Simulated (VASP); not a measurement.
Wanted: the native input for a VASP 6.6.1 run.

| Property | Result |
| --- | --- |
| Task | single point |
| Functional | PBE |
| Potentials or basis | VASP PAW PBE potentials, release 64 (Al, As) |
| Cutoff | 500 eV |
| k mesh | 8 × 8 × 8 |
| Occupations | fermi-dirac, width 0.02 eV |
| Spin | no spin polarisation |
| Dipole correction | no |
| Further INCAR settings | ALGO = Normal; EDIFF = 1e-06; NBANDS = 11 |

The structure of AlAs lies in POSCAR:

```
AlAs
1.0
    0.0000000000      2.7537568985      2.7537568985
    2.7537568985      0.0000000000      2.7537568985
    2.7537568985      2.7537568985      0.0000000000
Al As
1 1
Direct
    0.0000000000      0.0000000000      0.0000000000
    0.2500000000      0.2500000000      0.2500000000
```

This cell differs from its parent crystal: strain -3.0%.

These files were run (other wordings do the same):

INCAR

```
PREC = Accurate
ENCUT = 500
EDIFF = 1E-6
ISMEAR = -1
SIGMA = 0.02
LREAL = False
LASPH = True
NELM = 120
ALGO = Normal
ISIF = 2
LWAVE = False
LCHARG = False
GGA = PE
NBANDS = 11
GGA_COMPAT = False
```

KPOINTS

```
Automatic mesh
0
Gamma
  8 8 8
```

Potentials or basis: VASP PAW PBE potentials, release 64 (Al, As).

Command:

```sh
$ cat potpaw_PBE.64/Al/POTCAR potpaw_PBE.64/As/POTCAR > POTCAR
$ mpirun -np 1 vasp_std > vasp.out
```

Results of the run:

```yaml
Pressure: 10.5 GPa
Band_gap_on_the_k_mesh: 1.28 eV, indirect (least direct gap 2.73 eV)
```

Caveat: the cell differs from its parent crystal (strain -3.0%).

Wall time 5 s on 1 thread of Intel(R) Xeon(R) 6975P-C (Granite Rapids), on a shared host, peak memory 0.15 GiB.
